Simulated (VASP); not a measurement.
# BeSe (F-43m) in VASP: G0W0 quasiparticle levels with PBE

Aim: the G0W0 quasiparticle levels of BeSe with PBE.

Program: VASP 6.6.1. These are calculated values, not measurements. Logs are shortened: lines on timing, memory, paths and dates and some standing lists are left out, and cuts for length are marked.

**1. The cell of the first run**

It takes space group F-43m (No. 216, cubic). The conventional cell has a = 5.162 Å, b = 5.162 Å, c = 5.162 Å, α = 90.00°, β = 90.00°, γ = 90.00°. Be (site symmetry -43m) has 4 Se at 2.24 Å within 3.0 Å. Se (site symmetry -43m) has 4 Be at 2.24 Å within 3.0 Å.

**2. G0W0 quasiparticle levels, PBE**

Input file POSCAR:

```
BeSe
1.0
    0.0000000000      2.5810355892      2.5810355892
    2.5810355892      0.0000000000      2.5810355892
    2.5810355892      2.5810355892      0.0000000000
Be Se
1 1
Direct
    0.0000000000      0.0000000000      0.0000000000
    0.2500000000      0.2500000000      0.2500000000
```

Input file INCAR.step1:

```
SYSTEM = BeSe
PREC     = Accurate       ! precision mode
ENCUT    = 500            ! plane-wave cutoff, eV
EDIFF    = 1E-8           ! SCF threshold, eV
ISMEAR   = 0              ! smearing method
SIGMA    = 0.01           ! smearing width, eV
LREAL    = .False.        ! projectors in reciprocal space
LASPH    = .True.         ! aspherical terms in the spheres
NELM     = 60             ! most SCF steps
ALGO     = Normal         ! electronic algorithm
LWAVE    = .True.         ! write WAVECAR
LCHARG   = .False.        ! write CHGCAR
GGA      = PE             ! functional
```

Input file INCAR.step2:

```
SYSTEM = BeSe
PREC     = Accurate       ! precision mode
ENCUT    = 500            ! plane-wave cutoff, eV
EDIFF    = 1E-8           ! SCF threshold, eV
ISMEAR   = 0              ! smearing method
SIGMA    = 0.01           ! smearing width, eV
LREAL    = .False.        ! projectors in reciprocal space
LASPH    = .True.         ! aspherical terms in the spheres
NELM     = 1              ! most SCF steps
ALGO     = Exact          ! electronic algorithm
LWAVE    = .True.         ! write WAVECAR
LCHARG   = .False.        ! write CHGCAR
GGA      = PE             ! functional
NBANDS   = 59             ! bands
LOPTICS  = .True.         ! frequency-dependent dielectric function
ISTART   = 1
```

Input file INCAR.step3:

```
SYSTEM = BeSe
PREC     = Accurate       ! precision mode
ENCUT    = 500            ! plane-wave cutoff, eV
EDIFF    = 1E-8           ! SCF threshold, eV
ISMEAR   = 0              ! smearing method
SIGMA    = 0.01           ! smearing width, eV
LREAL    = .False.        ! projectors in reciprocal space
LASPH    = .True.         ! aspherical terms in the spheres
ALGO     = EVGW0          ! electronic algorithm
LWAVE    = .False.        ! write WAVECAR
LCHARG   = .False.        ! write CHGCAR
GGA      = PE             ! functional
NELMGW   = 1            
NBANDS   = 59             ! bands
ENCUTGW  = 80.0           ! cutoff of the response function
NOMEGA   = 48             ! frequency points
PRECFOCK = Fast         
ISTART   = 1            
NBANDSGW = 12
```

Input file KPOINTS:

```
Automatic mesh
0
Gamma
  4 4 4
  0 0 0
```

Potentials or basis: VASP PAW PBE potentials, release 64 (Be_GW, Se_GW).

Command:

```bash
cat potpaw_PBE.64/Be_GW/POTCAR potpaw_PBE.64/Se_GW/POTCAR > POTCAR
cp INCAR.step1 INCAR
mpirun -np 1 vasp_std > vasp.out
cp INCAR.step2 INCAR
mpirun -np 1 vasp_std > vasp.out
cp INCAR.step3 INCAR
mpirun -np 1 vasp_std > vasp.out
```

OUTCAR:

```text
SYSTEM = BeSe
   PREC = Accurate
   ENCUT = 500
   EDIFF = 1E-8
   ISMEAR = 0
   LREAL = .False.
   LASPH = .True.
   GGA = PE
   NELMGW = 1
   ENCUTGW = 80.0
   PRECFOCK = Fast
   ISTART = 1

 ion  position               nearest neighbor table
   1  0.000  0.000  0.000-   2 2.24   2 2.24   2 2.24   2 2.24
   2  0.250  0.250  0.250-   1 2.24   1 2.24   1 2.24   1 2.24

  LATTYP: Found a face centered cubic cell.
 ALAT       =     5.1620711784

  Lattice vectors:

 A1 = (   0.0000000000,   2.5810355892,   2.5810355892)
 A2 = (   2.5810355892,   0.0000000000,   2.5810355892)
 A3 = (   2.5810355892,   2.5810355892,   0.0000000000)

Analysis of symmetry for initial positions (statically):
=====================================================================
 Subroutine PRICEL returns:
 Original cell was already a primitive cell.

 Routine SETGRP: Setting up the symmetry group for a
 face centered cubic supercell.

 Subroutine GETGRP returns: Found 24 space group operations
 (whereof 24 operations were pure point group operations)
 out of a pool of 48 trial point group operations.

The static configuration has the point symmetry T_d .

Analysis of symmetry for dynamics (positions and initial velocities):
=====================================================================
 Subroutine PRICEL returns:
 Original cell was already a primitive cell.

 Routine SETGRP: Setting up the symmetry group for a
 face centered cubic supercell.

 Subroutine GETGRP returns: Found 24 space group operations
 (whereof 24 operations were pure point group operations)
 out of a pool of 48 trial point group operations.

The dynamic configuration has the point symmetry T_d .

 Subroutine INISYM returns: Found 24 space group operations
 (whereof 24 operations are pure point group operations),
 and found     1 'primitive' translations

[... 71 lines left out ...]
   ISPIN  =      1    spin polarized calculation?
   LNONCOLLINEAR =      F non collinear calculations
   LSORBIT =      F    spin-orbit coupling
   LASPH  =      T    aspherical Exc in radial PAW
   ENCUT  =  500.0 eV  36.75 Ry    6.06 a.u.   6.66  6.66  6.66*2*pi/ulx,y,z
   NELM   =     60;   NELMIN=  2; NELMDL=  0     # of ELM steps
   EDIFF  = 0.1E-07   stopping-criterion for ELM
   LREAL  =      F    real-space projection
   EDIFFG = 0.1E-06   stopping-criterion for IOM
   NSW    =      0    number of steps for IOM
   IBRION =     -1    ionic relax: 0-MD 1-quasi-New 2-CG
   NFREE  =      0    steps in history (QN), initial steepest desc. (CG)
   ISIF   =      0    stress and relaxation
   ISYM   =      3    0-nonsym 1-usesym 2-fastsym
   POTIM  = 0.5000    time-step for ionic-motion
   TEBEG  =    0.0;   TEEND  =   0.0 temperature during run
   PSTRESS=    0.0 pullay stress
   NELECT =       8.0000    total number of electrons
   NUPDOWN=      -1.0000    fix difference up-down
   EMIN   =  10.00;   EMAX   =-10.00  energy-range for DOS
   EFERMI =   0.00;   METHOD = LEGACY
   ISMEAR =     0;   SIGMA  =   0.01  broadening in eV -4-tet -1-fermi 0-gaus
   EFERMI_NEDOS =   21; number of points for ismear=-14 and -15
   IALGO  =     38    algorithm
   IMIX   =      4    mixing-type and parameters
     AMIX     =   0.40;   BMIX     =  1.00
     AMIX_MAG =   1.60;   BMIX_MAG =  1.00
  volume/ion in A,a.u.               =      17.19       116.03
  Fermi-wavevector in a.u.,A,eV,Ry     =   1.006856  1.902683 13.793037  1.013760
  Thomas-Fermi vector in A             =   2.139625
   LORBIT       =      0    0 simple, 1 ext, 2 COOP (PROOUT), +10 PAW based schemes
   GGA     = PE    functional components
   LHFCALC =     T    Hartree Fock is set to
   PRECFOCK=fast      Normal, Fast or Accurate (Low or Medium for compatibility)
   ENCUT4O =  -1.0   cutoff for four orbital integrals eV
   NKREDX  =     1    reduce k-point grid by
   NKREDY  =     1    reduce k-point grid by
   NKREDZ  =     1    reduce k-point grid by
   AEXX    =    1.0000 exact exchange contribution
   HFSCREEN=    0.0000 screening length (either q_TF or 0.3 A-1)
   HFSCREENC=   0.0000 screening length for correlation (either q_TF or 0.3 A-1)
   ENCUTFOCK=  -1.0 apply spherical cutoff to Coloumb kernel
   IVDW    =     0    specifies the selected vdW correction
   LEPSILON=     F    determine dielectric tensor
   LRPA    =     F    only Hartree local field effects (RPA)
   LRPAFORCE           =     F    calculate RPA forces
   ENCUTGW             =  80.0    cutoff for response function in eV
   ENCUTGWSOFT         =  64.0    soft cutoff for Coulomb kernel in GW response function in eV
   ENCUTLF             =  -1.0    cutoff for local field effects
   NELMGW              =     1    number of iterations in solving QP/BSE equation
   NELMHF              =     1    number of iterations in the inner HF iteration
   NKREDLFX            =     1    NKREDLFY  =   1   NKREDLFZ  =   1
 non-spin polarized calculation
 Gauss-broadening in eV      SIGMA  =   0.01
  energy-cutoff  :      500.00
  volume of cell :       34.39
 maximum number of plane-waves:       893
 NGX is ok and might be reduce to    28
  NGX = 16; NGY = 16; NGZ = 16
   NGX = 13   NGY = 13   NGZ = 13
 maximum number of plane-waves:        64
 NGX is ok and might be reduce to    14

 QP shifts <psi_nk| G(iteration)W_0 |psi_nk>: iteration 1
 for sc-GW calculations column KS-energies equals QP-energies in previous step
 and V_xc(KS)=  KS-energies - (<T + V_ion + V_H > + <T+V_H+V_ion>^1  + <V_x>^1)

 k-point   1 :       0.0000    0.0000    0.0000
  band No.  KS-energies  QP-energies   sigma(KS)   V_xc(KS)     V^pw_x(r,r')   Z            occupation Imag(sigma)

      1     -10.7853     -11.5848     -13.2765     -12.1896     -20.0696       0.7355       2.0000       1.3941
      2       2.9490       2.3516     -13.2613     -12.5092     -15.0635       0.7943       2.0000       0.0706
      3       2.9490       2.3516     -13.2613     -12.5092     -15.0635       0.7943       2.0000       0.0706
      4       2.9490       2.3516     -13.2613     -12.5092     -15.0635       0.7943       2.0000       0.0706
      5       7.2116       7.8776      -9.1447      -9.9842      -5.0324       0.7933       0.0000      -0.0930
      6       7.9437       8.5648      -9.0166      -9.8061      -4.8453       0.7867       0.0000      -0.0936
      7       7.9437       8.5648      -9.0166      -9.8061      -4.8453       0.7867       0.0000      -0.0936
      8       7.9437       8.5648      -9.0166      -9.8061      -4.8453       0.7867       0.0000      -0.0936
      9      14.9022      15.0278      -8.1033      -8.2700      -2.3691       0.7534       0.0000      -0.3387
     10      15.4258      15.9668      -9.2892      -9.9903      -4.2431       0.7717       0.0000      -0.2533
     11      15.4258      15.9668      -9.2892      -9.9903      -4.2431       0.7717       0.0000      -0.2533
     12      17.4599      17.6349      -7.8455      -8.0719      -2.1315       0.7728       0.0000      -0.4397
[... 100 lines left out ...]
      1      -8.9773      -9.4521     -13.7593     -13.1067     -20.1197       0.7277       2.0000       1.0368
      2      -1.4292      -2.4029     -12.3759     -11.0715     -15.4160       0.7465       2.0000       0.1384
      3      -0.8104      -1.7151     -12.0700     -10.8806     -14.6962       0.7606       2.0000       0.1133
      4      -0.3054      -1.1536     -11.9384     -10.8361     -14.3099       0.7695       2.0000       0.0990
      5       9.0761       9.4644      -9.0663      -9.5569      -4.9986       0.7916       0.0000      -0.1023
      6      10.0153      10.6777      -8.8233      -9.6872      -3.9035       0.7668       0.0000      -0.1383
      7      10.3086      10.7643      -8.5676      -9.1501      -4.0395       0.7823       0.0000      -0.1194
      8      10.8922      11.5842      -9.9322     -10.8396      -5.1704       0.7626       0.0000      -0.1489
      9      16.2086      16.8421      -9.9070     -10.7628      -3.9460       0.7402       0.0000      -0.4712
     10      16.4465      17.1734      -9.4445     -10.4125      -3.5936       0.7510       0.0000      -0.4167
     11      18.9130      19.5627      -9.2609     -10.1144      -3.2875       0.7613       0.0000      -0.5845
     12      19.7843      20.2414      -9.0450      -9.6250      -3.0492       0.7881       0.0000      -0.8131
```

OUTCAR.step2:

```text
SYSTEM = BeSe
   PREC = Accurate
   ENCUT = 500
   EDIFF = 1E-8
[... 690 lines left out ...]
  --------------------------------------------------------------------------------------------------------------
     0.00000     7.89264     7.89264     7.89264     0.00000     0.00000    -0.00000
     1.02430     8.10279     8.10279     8.10279     0.00000     0.00000    -0.00000
     2.04860     8.84169     8.84169     8.84169     0.00000     0.00000    -0.00000
     3.07290    10.59727    10.59727    10.59727     0.00000     0.00000    -0.00000
     4.09720    16.59237    16.59237    16.59237     0.00000     0.00000    -0.00000
     5.12150     7.20507     7.20507     7.20507     0.00000     0.00000    -0.00000
[... 92 lines left out ...]
   100.38146     0.96496     0.96496     0.96496    -0.00000    -0.00000     0.00000
   101.40576     0.96569     0.96569     0.96569    -0.00000    -0.00000     0.00000
```

It took 64 s on 1 thread of Intel Xeon 8259CL, shared host; peak memory 0.31 GiB.

What came out:

```
Quasiparticle gap                                   : 3.51 eV
Least direct quasiparticle gap                      : 5.53 eV
Band gap of the starting levels on the mesh         : 2.63 eV
Least direct gap of the starting levels on the mesh : 4.26 eV
```

Caveat: the k points lie up to 0.53 Å⁻¹ apart; bands, screening cutoff and mesh are small and nothing is extrapolated, so the quasiparticle values aren't converged.
